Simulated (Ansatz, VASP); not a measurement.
## One calculation of Ta, two programs

```
Ta
1.0
    -1.66072    1.66072    1.66072
     1.66072   -1.66072    1.66072
     1.66072    1.66072   -1.66072
Ta
1
Direct
  0.00000 0.00000 0.00000
```

Alike in both runs: task single point; functional PBE; k mesh 13 × 13 × 13; occupations methfessel-paxton of order 1, width 0.3 eV; no spin polarisation.

```csv
,VASP,Ansatz
version,VASP 6.6.1,Ansatz 0.2.0
potentials or method,"VASP PAW PBE potentials, release 64 (Ta_pv), cutoff 520 eV","plane waves (420 eV) with PAW, scalar-relativistic"
valence electrons in the cell,11,13
```

VASP gave:

```
pressure (GPa) : 0.0
```

Estimate Ansatz's values.

pressure (GPa): -0.1.

VASP's potentials hold 11 valence electrons a cell and Ansatz's 13, so a difference there can come from the potentials and not from the codes.

Spin-orbit coupling is off throughout.
